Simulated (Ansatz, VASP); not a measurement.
**SrHf in VASP and in Ansatz**

```
CELL_PARAMETERS angstrom
3.99675 0.00000 0.00000
0.00000 3.99675 0.00000
0.00000 0.00000 3.99675
ATOMIC_POSITIONS crystal
Sr 0.00000 0.00000 0.00000
Hf 0.50000 0.50000 0.50000
```

Alike in both runs: functional PBE; k mesh 14 × 14 × 14; occupations gaussian, width 0.1 eV; no spin polarisation.

Ansatz relaxed the structure, and its values are those at the end. VASP's run is a single point on that final structure, the one shown.

|  | VASP | Ansatz |
| --- | --- | --- |
| version | VASP 6.6.1 | Ansatz 0.2.0 |
| potentials or method | VASP PAW PBE potentials, release 64 (Sr_sv, Hf_pv), cutoff 520 eV | scalar-relativistic, plane waves, PAW |
| valence electrons in the cell | 20 | 36 |

|  | VASP | Ansatz | Ansatz less VASP |
| --- | --- | --- | --- |
| gap on the k mesh at the Fermi level (eV) | none | none | - |
| pressure (GPa) | 0.0 | 0.0 | +0.02 |

A gap of «none» marks a metal or a gap that the smearing closes. VASP's potentials hold 20 valence electrons a cell and Ansatz's 36, so a difference there can come from the potentials and not from the codes.

Neither program's run includes spin-orbit coupling.
